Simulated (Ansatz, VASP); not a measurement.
# BaH4: VASP beside Ansatz

```xyz
5
Lattice="3.7841 -2.2821 -0.0011 3.7841 2.2821 -0.0011 -2.3625 0.0000 3.7212" Properties=species:S:1:pos:R:3 pbc="T T T"
Ba   -1.1813    0.0000    1.8606
H     3.8172    0.0000    2.8263
H     1.3886    0.0000    0.8927
H     1.7885    0.0000    3.6030
H     3.4173    0.0000    0.1160
```

Change from the starting cell: the structure that the rattled cell fell into.

Alike in both runs: functional PBE; k mesh 6 × 6 × 6; occupations gaussian, width 0.02 eV; no spin polarisation.

Ansatz relaxed the structure, and its values are those at the end. VASP's run is a single point on that final structure, the one shown.

|  | VASP | Ansatz |
| --- | --- | --- |
| version | VASP 6.6.1 | Ansatz 0.2.0 |
| potentials or method | VASP PAW PBE potentials, release 64 (Ba_sv, H), cutoff 520 eV | scalar-relativistic, plane waves, PAW |
| valence electrons in the cell | 14 | 14 |

|  | VASP | Ansatz | Ansatz less VASP |
| --- | --- | --- | --- |
| gap on the k mesh at the Fermi level (eV) | 2.45 | 2.60 | +0.156 |
| least direct gap on the mesh (eV) | 2.86 | 2.93 | +0.071 |
| pressure (GPa) | 0.4 | 0.0 | -0.38 |
| rms of the force components (eV/Å) | 0.006 | 0.003 | -0.0033 |

The functional is the same, so the differences come from potentials, cutoffs and numerics.

Neither program's run includes spin-orbit coupling.
